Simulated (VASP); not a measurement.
Wanted: the native input for a VASP 6.6.1 run.

```yaml
Task: single point
Functional: PBE
Potentials_or_basis: VASP PAW PBE potentials, release 64 (Y_sv, Cl)
Cutoff: 520 eV
k_mesh: 12 × 12 × 1
Occupations: fermi-dirac, width 0.15 eV
Spin: no spin polarisation
Dipole_correction: yes
Further_INCAR_settings: ALGO = Normal; EDIFF = 1e-06; NBANDS = 26
```

The structure of YCl lies in POSCAR:

```
YCl
1.0
    3.7418118567      0.0000000000      0.0000000000
   -1.8709059284      3.2405041241      0.0000000000
    0.0000000000      0.0000000000     36.0981710000
Y Cl
2 2
Direct
    0.6666666667      0.3333333333      0.2514430000
    0.3333333333      0.6666666667      0.3303040000
    0.0000000000      0.0000000000      0.2029090000
    0.0000000000      0.0000000000      0.3788380000
```

One way to write it, as run:

INCAR

```
  PREC = Accurate
  ENCUT = 520
  EDIFF = 1E-6
  ISMEAR = -1
  SIGMA = 0.15
  LREAL = False
  LASPH = True
  NELM = 80
  ALGO = Normal
  ISIF = 2
  LWAVE = False
  LCHARG = False
  LDIPOL = True
  IDIPOL = 3
  DIPOL = 0.5 0.5 0.291
  GGA = PE
  NBANDS = 26
```

KPOINTS

```
regular mesh
0
Gamma
  12 12 1
```

Potentials or basis: VASP PAW PBE potentials, release 64 (Y_sv, Cl).

The run is started by

```sh
$ cat potpaw_PBE.64/Y_sv/POTCAR potpaw_PBE.64/Cl/POTCAR > POTCAR
$ mpirun -np 1 vasp_std > vasp.out
```

Results of the run:

* Largest force: 0.078 eV/Å
* Band gap on the k mesh: zero (band 18 reaches -2.57 eV, above the bottom of band 19 at -2.64 eV)

It took 6 min on 1 thread of Intel(R) Xeon(R) Platinum 8559C (Emerald Rapids), with other jobs on the host, peak memory 0.6 GiB.
